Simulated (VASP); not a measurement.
**Sn: single point with PBE+D3(BJ)**

Crystal: Sn.

```
Sn
1.0
    -1.75441    1.75461   -2.16749
    -1.75441    1.75461    2.16749
     3.50881    3.50923    0.00000
Sn
2
Cartesian
  0.2829 -0.2828 0.0000
  -0.2829 3.7921 0.0000
```

This cell differs from its parent crystal: mode 1 (-6.9 1/cm) frozen in, largest displacement -0.400 Å.

| Quantity | Value |
| --- | --- |
| Program | VASP 6.6.1 |
| Task | single point |
| Functional | PBE |
| Dispersion | D3(BJ) |
| Potentials or basis | VASP PAW PBE potentials, release 64 (Sn_d) |
| Cutoff | 520 eV |
| k mesh | 18 × 18 × 12 |
| Occupations | gaussian, width 0.15 eV |
| Spin | no spin polarisation |
| Dipole correction | no |
| Further INCAR settings | ALGO = Fast; EDIFF = 1e-07; NBANDS = 21 |

The pressure is 1.8 GPa and the largest force is 0.381 eV/Å. The band gap on the k mesh is zero (band 14 reaches 11.97 eV, above the bottom of band 15 at 6.40 eV). The dispersion energy per atom is -0.394 eV.

Forces on the atoms (eV/Å):
```
Sn  -0.270  0.269  0.000
Sn   0.270 -0.269  0.000
```

Stress tensor (GPa, compression positive):
```
2.64 1.75 0.00
1.75 2.63 0.00
0.00 0.00 0.27
```

Levels at points of the mesh, in eV from the Fermi level:
```csv
k point,band 11,band 12,band 13,band 14,band 15,band 16,band 17,band 18
"(0.00, 0.00, 0.00)",-11.36,-5.38,-4.23,3.07,3.48,4.83,5.04,8.69
"(0.50, 0.00, 0.00)",-8.52,-6.65,-1.70,-1.48,-0.66,1.34,4.37,7.75
"(0.50, 0.50, 0.00)",-5.69,-5.15,-2.71,-1.89,0.80,1.38,1.79,2.41
"(0.00, 0.00, 0.50)",-9.74,-9.74,2.70,2.70,4.24,4.24,5.06,5.06
"(0.50, 0.00, 0.50)",-7.06,-7.06,-4.39,-4.39,5.38,5.38,5.86,5.86
"(0.50, 0.50, 0.50)",-4.51,-4.51,-3.04,-3.04,-0.97,-0.97,1.52,1.52
```

Run time: 8.4 min on 1 thread of Intel(R) Xeon(R) 6975P-C (Granite Rapids), with other jobs on the host, peak memory 0.91 GiB.

Caveat: the cell differs from its parent crystal (mode 1 (-6.9 1/cm) frozen in, largest displacement -0.400 Å); spin-orbit coupling is left out, which moves the levels of the heavy elements; pairwise dispersion overbinds metals, which lowers pressure and volume.
